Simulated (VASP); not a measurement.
Write the native input for VASP 6.6.1 that does the following.

```
Task                   : single point
Functional             : LDA
Potentials or basis    : VASP PAW LDA potentials, release 64 (Hf_pv, O)
Cutoff                 : 520 eV
k mesh                 : 4 × 8 × 4
Occupations            : gaussian, width 0.05 eV
Spin                   : no spin polarisation
Dipole correction      : no
Further INCAR settings : ALGO = Normal; EDIFF = 1e-06; NBANDS = 56
```

The structure of HfO2 lies in POSCAR:

```
HfO2
1.0
    5.0109085752      0.3234343684     -0.4629252018
    0.1919493428      3.3761722925     -0.0561242394
   -0.5398212602     -0.1102780722      6.7135261788
Hf O
4 8
Direct
    0.7437608565      0.2067549374      0.1082514092
    0.2562413549      0.7932511859      0.8917492125
    0.2362279668      0.2444201367      0.4109850758
    0.7637717535      0.7555809129      0.5890147136
    0.9805212285      0.7573793042      0.3398809678
    0.0194747248      0.2426150668      0.6601177116
    0.5271191524      0.7432164479      0.1434822798
    0.4728823677      0.2567859626      0.8565176416
    0.8566009502      0.7626051871      0.8926005624
    0.1434004937      0.2373897094      0.1074009622
    0.3750935695      0.7431212029      0.5912674456
    0.6249055812      0.2568799463      0.4087320178
```

This cell differs from its parent crystal: cell sheared at random, sigma 0.06, atoms nudged by 0.01 Å, then relaxed in part.

The input as run:

INCAR

```
PREC = Accurate
ENCUT = 520
EDIFF = 1E-6
ISMEAR = 0
SIGMA = 0.05
LREAL = F
LASPH = T
NELM = 80
ALGO = Normal
ISIF = 2
LWAVE = F
LCHARG = F
NBANDS = 56
```

KPOINTS

```
Automatic mesh
0
Gamma
  4 8 4
```

Potentials or basis: VASP PAW LDA potentials, release 64 (Hf_pv, O).

The run is started by

```sh
$ cat potpaw_LDA.64/Hf_pv/POTCAR potpaw_LDA.64/O/POTCAR > POTCAR
$ mpirun -np 1 vasp_std > vasp.out
```

Results of the run:

```json
{
 "Pressure": "24.2 GPa",
 "Largest force": "0.098 eV/Å",
 "Band gap on the k mesh": "2.94 eV, indirect (least direct gap 3.48 eV)"
}
```

Caveat: the cell differs from its parent crystal (cell sheared at random, sigma 0.06, atoms nudged by 0.01 Å, then relaxed in part); spin-orbit coupling is left out, which moves the levels of the heavy elements.

Wall time 20 min on 1 thread of AMD EPYC 7R13 (shared host), peak memory 0.37 GiB.
